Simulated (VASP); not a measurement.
# CaS (Oldhamite) (Fm-3m) in VASP: a series of runs, part 2 of 3

VASP 6.6.1. Earlier steps stand in the parts before.

## 5. Relaxation of cell and atoms, PBEsol, target pressure 10 GPa, at which the enthalpy is minimised

File INCAR:

```
PREC = Accurate ; ENCUT = 500
EDIFF = 1E-7 ; ISMEAR = 0
SIGMA = 0.01 ; LREAL = F
LASPH = T ; NELM = 120
ALGO = Normal ; ISIF = 3
LWAVE = F ; LCHARG = F
GGA = PS ; IBRION = 2
NSW = 100 ; EDIFFG = -0.002
PSTRESS = 100.0 ; GGA_COMPAT = F
NELMIN = 4
```

File KPOINTS:

```
Automatic mesh
0
Gamma
  8 8 8
```

File POSCAR:

```
CaS
1.0
    0.0000000000      2.8171705071      2.8171705071
    2.8171705071      0.0000000000      2.8171705071
    2.8171705071      2.8171705071      0.0000000000
Ca S
1 1
Direct
    0.0000000000      0.0000000000      0.0000000000
    0.5000000000      0.5000000000      0.5000000000
```

Potentials or basis: VASP PAW PBE potentials, release 64 (Ca_sv, S).

The run is started by

```sh
cat potpaw_PBE.64/Ca_sv/POTCAR potpaw_PBE.64/S/POTCAR > POTCAR
mpirun -np 1 vasp_std > vasp.out
```

OUTCAR:

```text
PREC = Accurate
   ENCUT = 500
   EDIFF = 1E-7
   ISMEAR = 0
   LREAL = F
   LASPH = T
   NELM = 120
   ISIF = 3
   GGA = PS
   IBRION = 2
   NSW = 100
   EDIFFG = -0.002
   PSTRESS = 100.0
   NELMIN = 4

 ion  position               nearest neighbor table
   1  0.000  0.000  0.000-   2 2.82   2 2.82   2 2.82   2 2.82   2 2.82   2 2.82
   2  0.500  0.500  0.500-   1 2.82   1 2.82   1 2.82   1 2.82   1 2.82   1 2.82

  LATTYP: Found a face centered cubic cell.
 ALAT       =     5.6343410142

  Lattice vectors:

 A1 = (   0.0000000000,   2.8171705071,   2.8171705071)
 A2 = (   2.8171705071,   0.0000000000,   2.8171705071)
 A3 = (   2.8171705071,   2.8171705071,   0.0000000000)

Analysis of symmetry for initial positions (statically):
=====================================================================
 Subroutine PRICEL returns:
 Original cell was already a primitive cell.

 Routine SETGRP: Setting up the symmetry group for a
 face centered cubic supercell.

 Subroutine GETGRP returns: Found 48 space group operations
 (whereof 48 operations were pure point group operations)
 out of a pool of 48 trial point group operations.

The static configuration has the point symmetry O_h .

Analysis of symmetry for dynamics (positions and initial velocities):
=====================================================================
 Subroutine PRICEL returns:
 Original cell was already a primitive cell.

 Routine SETGRP: Setting up the symmetry group for a
 face centered cubic supercell.

 Subroutine GETGRP returns: Found 48 space group operations
 (whereof 48 operations were pure point group operations)
 out of a pool of 48 trial point group operations.

The dynamic configuration has the point symmetry O_h .

 Subroutine INISYM returns: Found 48 space group operations
 (whereof 48 operations are pure point group operations),
 and found     1 'primitive' translations

----------------------------------------------------------------------------------------

                                     Primitive cell

  volume of cell :      44.7167

  direct lattice vectors                    reciprocal lattice vectors
     0.000000000  2.817170507  2.817170507    -0.177483045  0.177483045  0.177483045
     2.817170507  0.000000000  2.817170507     0.177483045 -0.177483045  0.177483045
     2.817170507  2.817170507  0.000000000     0.177483045  0.177483045 -0.177483045

  length of vectors
     3.984080739  3.984080739  3.984080739     0.307409651  0.307409651  0.307409651

  position of ions in fractional coordinates (direct lattice)
     0.000000000  0.000000000  0.000000000
     0.500000000  0.500000000  0.500000000

  ion indices of the primitive-cell ions
   primitive index   ion index
                 1           1
                 2           2

----------------------------------------------------------------------------------------

 KPOINTS: Automatic mesh

Automatic generation of k-mesh.
 Grid dimensions read from file:
 generate k-points for:    8    8    8

 Generating k-lattice:

  Cartesian coordinates                     Fractional coordinates (reciprocal lattice)
    -0.022185381  0.022185381  0.022185381     0.125000000  0.000000000  0.000000000
     0.022185381 -0.022185381  0.022185381     0.000000000  0.125000000  0.000000000
     0.022185381  0.022185381 -0.022185381     0.000000000  0.000000000  0.125000000

  Length of vectors
     0.038426206  0.038426206  0.038426206

  Shift w.r.t. Gamma in fractional coordinates (k-lattice)
     0.000000000  0.000000000  0.000000000

 Subroutine IBZKPT returns following result:
 ===========================================

 Found     29 irreducible k-points:

 Following reciprocal coordinates:
            Coordinates               Weight
  0.000000  0.000000  0.000000      1.000000
  0.125000  0.000000  0.000000      8.000000
  0.250000  0.000000  0.000000      8.000000
  0.375000  0.000000  0.000000      8.000000
  0.500000  0.000000  0.000000      4.000000
  0.125000  0.125000  0.000000      6.000000
[... 16 lines left out ...]
  0.500000  0.250000  0.125000     48.000000
 -0.375000  0.250000  0.125000     24.000000
 [... further k-points ...]
   k-points           NKPTS =     29   k-points in BZ     NKDIM =     29   number of bands    NBANDS=     12
   number of dos      NEDOS =    301   number of ions     NIONS =      2
   total plane-waves  NPLWV =  27000
   dimension x,y,z NGX =    30 NGY =   30 NGZ =   30
   dimension x,y,z NGXF=    60 NGYF=   60 NGZF=   60
   ions per type =               1   1
   NGX,Y,Z   is equivalent  to a cutoff of  12.52, 12.52, 12.52 a.u.
   NGXF,Y,Z  is equivalent  to a cutoff of  25.04, 25.04, 25.04 a.u.
 SYSTEM =  unknown system
   PREC   = accura    normal or accurate (medium, high low for compatibility)
   ISTART =      0    job   : 0-new  1-cont  2-samecut
   ICHARG =      2    charge: 1-file 2-atom 10-const
   ISPIN  =      1    spin polarized calculation?
   LNONCOLLINEAR =      F non collinear calculations
   LSORBIT =      F    spin-orbit coupling
   LASPH  =      T    aspherical Exc in radial PAW
   ENCUT  =  500.0 eV  36.75 Ry    6.06 a.u.   7.26  7.26  7.26*2*pi/ulx,y,z
   NELM   =    120;   NELMIN=  4; NELMDL= -5     # of ELM steps
   EDIFF  = 0.1E-06   stopping-criterion for ELM
   LREAL  =      F    real-space projection
   EDIFFG = -.2E-02   stopping-criterion for IOM
   NSW    =    100    number of steps for IOM
   IBRION =      2    ionic relax: 0-MD 1-quasi-New 2-CG
   NFREE  =      1    steps in history (QN), initial steepest desc. (CG)
   ISIF   =      3    stress and relaxation
   ISYM   =      2    0-nonsym 1-usesym 2-fastsym
   POTIM  = 0.5000    time-step for ionic-motion
   TEBEG  =    0.0;   TEEND  =   0.0 temperature during run
   PSTRESS=  100.0 pullay stress
   NELECT =      16.0000    total number of electrons
   NUPDOWN=      -1.0000    fix difference up-down
   EMIN   =  10.00;   EMAX   =-10.00  energy-range for DOS
   EFERMI =   0.00;   METHOD = LEGACY
   ISMEAR =     0;   SIGMA  =   0.01  broadening in eV -4-tet -1-fermi 0-gaus
   EFERMI_NEDOS =   21; number of points for ismear=-14 and -15
   IALGO  =     38    algorithm
   IMIX   =      4    mixing-type and parameters
     AMIX     =   0.40;   BMIX     =  1.00
     AMIX_MAG =   1.60;   BMIX_MAG =  1.00
  volume/ion in A,a.u.               =      22.36       150.88
  Fermi-wavevector in a.u.,A,eV,Ry     =   1.162229  2.196294 18.378425  1.350776
  Thomas-Fermi vector in A             =   2.298792
   LORBIT       =      0    0 simple, 1 ext, 2 COOP (PROOUT), +10 PAW based schemes
   GGA     = PS    functional components
   LHFCALC =     F    Hartree Fock is set to
   AEXX    =    0.0000 exact exchange contribution
   IVDW    =     0    specifies the selected vdW correction
   LEPSILON=     F    determine dielectric tensor
   LRPA    =     F    only Hartree local field effects (RPA)
 conjugate gradient relaxation of ions
 non-spin polarized calculation
 Gauss-broadening in eV      SIGMA  =   0.01
  energy-cutoff  :      500.00
  volume of cell :       44.72
 maximum number of plane-waves:      1158
 NGX is ok and might be reduce to    30
   NGX = 15   NGY = 15   NGZ = 15

--------------------------------------- Ionic step        1  -------------------------------------------

 number of electron      16.0000000 magnetization

 Free energy of the ion-electron system (eV)
  ---------------------------------------------------
  ext. energy  EPLUGINS =         0.00000000
  ---------------------------------------------------
  free energy    TOTEN  =       -10.91599825 eV

  energy without entropy =      -10.91599825  energy(sigma->0) =      -10.91599825

 E-fermi :   2.9232     XC(G=0):  -9.6464

 val. band max:        2.8815988110   @ k =   0.0000   0.0000   0.0000
 cond. band min:       5.0355570119   @ k =   0.5000   0.5000   0.0000
 fundamental gap:      2.1539582009
 Fermi energy:         2.9232446042

 k-point     1 :       0.0000    0.0000    0.0000
  band No.  band energies     occupation
      1     -36.0055      2.00000
      2     -17.0718      2.00000
      3     -17.0718      2.00000
      4     -17.0718      2.00000
      5      -8.5577      2.00000
      6       2.8816      2.00000
      7       2.8816      2.00000
      8       2.8816      2.00000
      9       6.9571      0.00000
     10       6.9571      0.00000
     11       6.9571      0.00000
     12       7.0519      0.00000
[... 532 lines left out ...]
  enthalpy is  TOTEN    =        -8.2994090674 eV   P V=        2.4715868478

--------------------------------------- Ionic step        6  -------------------------------------------

 number of electron      16.0000001 magnetization

 Free energy of the ion-electron system (eV)
  ---------------------------------------------------
  ext. energy  EPLUGINS =         0.00000000
  ---------------------------------------------------
  free energy    TOTEN  =       -10.76839916 eV

  energy without entropy =      -10.76839916  energy(sigma->0) =      -10.76839916

 E-fermi :   4.0059     XC(G=0): -10.1979

 val. band max:        3.8555499663   @ k =   0.0000   0.0000   0.0000
 cond. band min:       5.6347016520   @ k =   0.5000   0.5000   0.0000
 fundamental gap:      1.7791516857
 Fermi energy:         4.0058857383

 k-point     1 :       0.0000    0.0000    0.0000
  band No.  band energies     occupation
      1     -34.6592      2.00000
      2     -15.7404      2.00000
      3     -15.7404      2.00000
      4     -15.7404      2.00000
      5      -8.0431      2.00000
      6       3.8555      2.00000
      7       3.8555      2.00000
      8       3.8555      2.00000
      9       7.8257      0.00000
     10       7.8257      0.00000
     11       7.8257      0.00000
     12       8.6034      0.00000
[... 374 lines left out ...]
  FREE ENERGIE OF THE ION-ELECTRON SYSTEM (eV)
  ---------------------------------------------------
  free  energy   TOTEN  =       -10.7683991585 eV

  energy  without entropy=      -10.7683991585  energy(sigma->0) =      -10.76839916

  enthalpy is  TOTEN    =        -8.2994226852 eV   P V=        2.4689764733

 reached required accuracy - stopping structural energy minimisation
```

Wall time 2.6 min (1 thread of Intel Xeon 8259CL, shared host); peak memory 0.18 GiB.

What came out:

```
Free energy                                            : -10.7684 eV
Relaxed volume                                         : 19.78 Å³/atom
Relaxed cell                                           : a = 3.825 Å, b = 3.825 Å, c = 3.825 Å, α = 60.00°, β = 60.00°, γ = 60.00°
Space group after relaxing (to 0.05 Å)                 : Fm-3m (No. 225)
Energy change on relaxing (the enthalpy is what falls) : +73.8 meV/atom
Ionic steps                                            : 6
Pressure after relaxing                                : 10.0 GPa
Band gap on the k mesh                                 : 1.78 eV, indirect (least direct gap 2.70 eV)
```

Step by step:
```csv
step,energy change (eV),largest force (eV/Å),pressure (GPa),volume (Å³)
1,0.0000,0.0000,0.15,44.72
2,0.4351,0.0000,19.77,36.40
3,0.1452,0.0000,9.91,39.60
4,0.1514,0.0000,10.16,39.50
5,0.1450,0.0000,9.90,39.60
6,0.1476,0.0000,10.00,39.56
```

Final structure:
```yaml
crystal:
  lattice:
    - [0.00000, 2.70437, 2.70437]
    - [2.70437, 0.00000, 2.70437]
    - [2.70437, 2.70437, 0.00000]
  atoms:
    - { symbol: Ca, position: [0.00000, 0.00000, 0.00000] }
    - { symbol: S, position: [0.50000, 0.50000, 0.50000] }
```

Caveat: the cell is relaxed towards a set pressure, so the enthalpy falls and the energy may rise; the PAW data sets were made with another functional, which shifts forces and pressure a little. PBEsol gaps usually lie below the measured ones, often by a third to a half.

[end of part 2 of 3]
